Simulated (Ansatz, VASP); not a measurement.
## SiC in VASP and in Ansatz

```
Si C
1.0
     0.00000    2.44036    1.72533
     2.44036    0.00000    1.72533
     2.44036    2.44036    0.00000
Si C
1 1
Cartesian
  0.0000 0.0000 0.0000
  3.6605 3.6605 2.5880
```

Alike in both runs: task single point; functional PBE; k mesh 4 × 4 × 4; occupations gaussian, width 0.05 eV; no spin polarisation.

|  | VASP | Ansatz |
| --- | --- | --- |
| version | VASP 6.6.1 | Ansatz 0.2.0 |
| potentials or method | VASP PAW PBE potentials, release 64 (Si, C), cutoff 520 eV | scalar-relativistic, plane waves, PAW |
| valence electrons in the cell | 8 | 8 |

Ansatz gave:

| Property | Result |
| --- | --- |
| gap on the k mesh at the Fermi level (eV) | none |
| pressure (GPa) | -4.9 |
| traceless stress, the component that is largest in VASP (GPa) | 31.03 |

Estimate VASP's values.

gap on the k mesh at the Fermi level (eV): none; pressure (GPa): -4.8; traceless stress, the component that is largest in VASP (GPa): 31.12.

A gap of «none» marks a metal or a gap that the smearing closes.

The k mesh is coarse, so the values compare programs but aren't converged.
